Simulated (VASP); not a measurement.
Here is a VASP 6.6.1 calculation.

INCAR

```
SYSTEM = WS2
ALGO = Normal ; EDIFF = 1E-6
ENCUT = 520 ; GGA = PE
ISIF = 2 ; ISMEAR = 0
IVDW = 12 ; LASPH = .TRUE.
LCHARG = .FALSE. ; LREAL = .FALSE.
LWAVE = .FALSE. ; NBANDS = 35
NELM = 60 ; PREC = Accurate
SIGMA = 0.05
```

The input KPOINTS:

```
k-points
0
G
  10 10 3
  0 0 0
```

File POSCAR:

```
WS2
1.0
   -3.1542061832      0.0000000000      0.0000000000
   -1.5771030916     -2.7316226834      0.0000000000
    0.0000000000      0.0000000000     11.9899091344
W S
2 4
Direct
    0.3333333333      0.3333333333      0.2531276300
    0.6666666667      0.6666666667      0.7593828901
    0.3333333333      0.3333333333      0.6280475390
    0.6666666667      0.6666666667      0.1217922789
    0.3333333333      0.3333333333      0.8907182413
    0.6666666667      0.6666666667      0.3844629812
```

Potentials or basis: VASP PAW PBE potentials, release 64 (W_sv, S).

Command:

```bash
$ cat potpaw_PBE.64/W_sv/POTCAR potpaw_PBE.64/S/POTCAR > POTCAR
$ mpirun -np 1 vasp_std > vasp.out
```

Estimate the largest force.

0.094 eV/Å.

What does it give for the band gap on the k mesh?

0.90 eV, indirect (least direct gap 2.14 eV).

Stress tensor (GPa, compression positive):
```
-0.04  0.00  0.00
 0.00 -0.04  0.00
 0.00  0.00  0.57
```

Caveat: spin-orbit coupling is left out, which moves the levels of the heavy elements. A k mesh can miss the band edges.
